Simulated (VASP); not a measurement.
# Ti (Im-3m) in VASP: further runs, part 2 of 2

VASP 6.6.1. The steps go on from the part before.

## (3) Single point, PBEsol (volume scaled by 0.94)

INCAR

```
ALGO = Normal
EDIFF = 1E-6
ENCUT = 520
GGA = PS
ISIF = 2
ISMEAR = -1
LASPH = T
LCHARG = T
LELF = T
LREAL = F
LVHAR = T
LWAVE = F
NBANDS = 12
NELM = 80
PREC = Accurate
SIGMA = 0.05
```

KPOINTS

```
k-points
0
Gamma
  11 11 11
```

POSCAR

```
Ti
1.0
   -1.6075008044      1.6075008044      1.6075008044
    1.6075008044     -1.6075008044      1.6075008044
    1.6075008044      1.6075008044     -1.6075008044
Ti
1
Direct
    0.0000000000      0.0000000000      0.0000000000
```

Potentials or basis: VASP PAW PBE potentials, release 64 (Ti_sv).

Launch:

```sh
> cat potpaw_PBE.64/Ti_sv/POTCAR > POTCAR
> mpirun -np 1 vasp_std > vasp.out
```

Wall time 17 s (1 thread of Intel Xeon 8259CL, shared host); peak memory 0.14 GiB.

The run converged. Its results:

| Quantity | Value |
| --- | --- |
| Free energy | -8.2441 eV |
| Pressure | -0.9 GPa |
| Band gap on the k mesh | zero (band 6 reaches 9.47 eV, above the bottom of band 7 at 7.79 eV) |

Levels at points of the mesh, in eV from the Fermi level:
```csv
k point,band 2,band 3,band 4,band 5,band 6,band 7,band 8,band 9,band 10,band 11
"(0.00, 0.00, 0.00)",-32.09,-32.09,-32.09,-6.04,1.04,1.04,1.04,2.91,2.91,17.75
```

Caveat: the PAW data sets were made with another functional, which shifts forces and pressure a little.

## (4) Single point, PBEsol (volume scaled by 0.96)

INCAR

```
PREC = Accurate
ENCUT = 520
EDIFF = 1E-6
ISMEAR = -1
SIGMA = 0.05
LREAL = False
LASPH = True
NELM = 80
ALGO = Normal
ISIF = 2
LWAVE = False
LCHARG = False
GGA = PS
NBANDS = 12
```

KPOINTS

```
Automatic mesh
0
Gamma
  11 11 11
```

POSCAR

```
Ti
1.0
   -1.6188216056      1.6188216056      1.6188216056
    1.6188216056     -1.6188216056      1.6188216056
    1.6188216056      1.6188216056     -1.6188216056
Ti
1
Direct
    0.0000000000      0.0000000000      0.0000000000
```

Potentials or basis: VASP PAW PBE potentials, release 64 (Ti_sv).

Launch:

```sh
> cat potpaw_PBE.64/Ti_sv/POTCAR > POTCAR
> mpirun -np 1 vasp_std > vasp.out
```

OUTCAR:

```text
PREC = Accurate
   ENCUT = 520
   EDIFF = 1E-6
   ISMEAR = -1
   LREAL = False
   LASPH = True
   NELM = 80
   ISIF = 2
   GGA = PS

 ion  position               nearest neighbor table
   1  0.000  0.000  0.000-

  LATTYP: Found a body centered cubic cell.
 ALAT       =     3.2376432112

  Lattice vectors:

 A1 = (  -1.6188216056,   1.6188216056,   1.6188216056)
 A2 = (   1.6188216056,  -1.6188216056,   1.6188216056)
[... 528 lines left out ...]
      1     -47.8879      2.00000
      2     -24.5679      2.00000
      3     -24.2925      2.00000
      4     -24.0827      2.00000
      5       6.7056      2.00000
      6       7.5769      1.99999
      7       8.2738      0.32151
      8      11.2270      0.00000
      9      11.4290      0.00000
     10      14.7346      0.00000
     11      17.0461      0.00000
     12      19.5760      0.00000

 [... further k-points ...]
[... 5 lines left out ...]
  --------------------------------------------------------------------------------------
  -------------------------------------------------------------------------------------
  Total       -0.3303681     -0.3303681     -0.3303681     -0.0000000      0.0000000      0.0000000
  in kB      -31.1926139    -31.1926139    -31.1926139     -0.0000000      0.0000000      0.0000000
  external PRESSURE =     -31.1926139 kB  Pullay stress =       0.0000000 kB

 VOLUME and BASIS-vectors are now :
 -----------------------------------------------------------------------------
  energy-cutoff  :      520.00
  volume of cell :       16.97
      direct lattice vectors                 reciprocal lattice vectors
    -1.618821606  1.618821606  1.618821606     0.000000000  0.308866646  0.308866646
     1.618821606 -1.618821606  1.618821606     0.308866646  0.000000000  0.308866646
     1.618821606  1.618821606 -1.618821606     0.308866646  0.308866646  0.000000000

 POSITION                                       TOTAL-FORCE (eV/Angst)
 -----------------------------------------------------------------------------------
      0.00000      0.00000      0.00000        -0.000000     -0.000000      0.000000
 -----------------------------------------------------------------------------------
    total drift:                                0.000000      0.000000      0.000000

  FREE ENERGIE OF THE ION-ELECTRON SYSTEM (eV)
  ---------------------------------------------------
  free  energy   TOTEN  =        -8.2397866575 eV

  energy  without entropy=       -8.2192357060  energy(sigma->0) =       -8.22951118
```

OSZICAR:

```text
N       E                     dE             d eps       ncg     rms          rms(c)
DAV:   1     0.847011602434E+02    0.84701E+02   -0.65481E+03  1352   0.121E+03
DAV:   2    -0.527139767208E+01   -0.89973E+02   -0.87662E+02  1356   0.295E+02
DAV:   3    -0.927850156653E+01   -0.40071E+01   -0.39610E+01  1840   0.637E+01
DAV:   4    -0.936959525845E+01   -0.91094E-01   -0.91001E-01  1520   0.819E+00
DAV:   5    -0.937158619153E+01   -0.19909E-02   -0.19909E-02  1540   0.109E+00    0.884E+00
DAV:   6    -0.823534279242E+01    0.11362E+01   -0.26466E+00  1448   0.231E+01    0.216E+00
DAV:   7    -0.822969148085E+01    0.56513E-02   -0.83478E-02  1584   0.298E+00    0.128E+00
DAV:   8    -0.823937919296E+01   -0.96877E-02   -0.38229E-02  1420   0.236E+00    0.130E-01
DAV:   9    -0.823975732703E+01   -0.37813E-03   -0.30580E-03  1632   0.573E-01    0.849E-02
DAV:  10    -0.823980625978E+01   -0.48933E-04   -0.31692E-04  1460   0.209E-01    0.140E-02
DAV:  11    -0.823978670943E+01    0.19550E-04   -0.25509E-05  1532   0.783E-02    0.932E-03
DAV:  12    -0.823978665752E+01    0.51912E-07   -0.21389E-06  1412   0.172E-02
   1 F= -.82397867E+01 E0= -.82295112E+01  d E =-.205510E-01
```

Run time: 16 s. Hardware: 1 thread of Intel Xeon 8259CL, shared host; peak memory 0.14 GiB.

What came out:

```yaml
Free_energy: -8.2398 eV
Pressure: -3.1 GPa
Band_gap_on_the_k_mesh: zero (band 6 reaches 9.22 eV, above the bottom of band 7 at 7.58 eV)
```

Levels at points of the mesh, in eV from the Fermi level:
```
           k point  band 2  band 3  band 4  band 5  band 6  band 7  band 8  band 9  band 10  band 11
(0.00, 0.00, 0.00)  -32.16  -32.16  -32.16   -5.99    1.02    1.02    1.02    2.84     2.84    17.59
```

Caveat: the PAW data sets were made with another functional, which shifts forces and pressure a little.

## (5) Single point, PBEsol (volume scaled by 0.98)

INCAR

```
ALGO = Normal ; EDIFF = 1E-7
ENCUT = 520 ; GGA = PS
ISIF = 2 ; ISMEAR = -1
LASPH = T ; LCHARG = F
LREAL = F ; LWAVE = F
NBANDS = 12 ; NELM = 60
PREC = Accurate ; SIGMA = 0.05
```

KPOINTS

```
k-points
0
Gamma
  11 11 11
```

POSCAR

```
Ti
1.0
   -1.6299862453      1.6299862453      1.6299862453
    1.6299862453     -1.6299862453      1.6299862453
    1.6299862453      1.6299862453     -1.6299862453
Ti
1
Direct
    0.0000000000      0.0000000000      0.0000000000
```

Launch:

```sh
> cat potpaw_PBE.64/Ti_sv/POTCAR > POTCAR
> mpirun -np 1 vasp_std > vasp.out
```

Run time: 21 s. Hardware: 1 thread of Intel Xeon 8259CL, shared host; peak memory 0.14 GiB.

Results (log left out):

| Quantity | Value |
| --- | --- |
| Free energy | -8.2308 eV |
| Pressure | -5.1 GPa |
| Band gap on the k mesh | zero (band 6 reaches 8.99 eV, above the bottom of band 7 at 7.38 eV) |

Levels at points of the mesh, in eV from the Fermi level:
| k point | band 3 | band 4 | band 5 | band 6 | band 7 | band 8 | band 9 | band 10 |
| --- | --- | --- | --- | --- | --- | --- | --- | --- |
| (0.00, 0.00, 0.00) | -32.22 | -32.22 | -5.95 | 1.00 | 1.00 | 1.00 | 2.78 | 2.78 |

Caveat: the PAW data sets were made with another functional, which shifts forces and pressure a little.

## (6) Summary

```tsv
level	cell	gap on the mesh (eV)	pressure (GPa)
r2SCAN	a = 2.898 Å, angles 109.5°, 1 atom	none	-7.9
PBEsol	a = 2.784 Å, angles 109.5°, 1 atom	none	-0.9
PBEsol	a = 2.804 Å, angles 109.5°, 1 atom	none	-3.1
PBEsol	a = 2.823 Å, angles 109.5°, 1 atom	none	-5.1
```

Alike in all rows: task single point; potentials or basis VASP PAW PBE potentials, release 64 (Ti_sv); no spin polarisation; k mesh 11 × 11 × 11; cutoff (eV) 520; smearing fermi-dirac 0.05 eV.

Caveats: the PAW data sets were made with another functional, which shifts forces and pressure a little.

Total energies depend on the potentials used, so only differences within one code and one set of settings carry meaning.
